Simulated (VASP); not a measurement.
Runs of VASP 6.6.1 on Sb. The structure is that of space group I4/mmm (No. 139), or close to it. The cells are those of the table. 

```tsv
cell	gap on the mesh (eV)	pressure (GPa)
a = 3.440 Å, angles 123.8, 123.8, 83.6°, 1 atom	none	1.2
a = 3.475 Å, angles 125.2, 125.2, 81.2°, 1 atom	none	(b)
a = 3.558 Å, angles 128.3, 128.3, 76.1°, 1 atom	none	2.4
a = 3.608 Å, angles 129.9, 129.9, 73.5°, 1 atom	none	3.2
a = 3.712 Å, angles 132.9, 132.9, 68.8°, 1 atom	none	(a)
```

Alike in all rows: task single point; level PBE; potentials or basis VASP PAW PBE potentials, release 64 (Sb); no spin polarisation; k mesh 24 × 24 × 24; cutoff (eV) 520; smearing gaussian 0.15 eV.

Question: Fill in the values left out.

Answer: (a) 5.5; (b) 1.4.

Caveats: spin-orbit coupling is left out, which moves the levels of the heavy elements; the cell stands under pressure (at least some runs); the stress differs along the axes, from 0 to 8 GPa (at least some runs).

A k mesh can miss the band edges, and the runs leave out spin-orbit coupling on Sb.

A gap of «none» marks levels without a gap at the run's occupations.
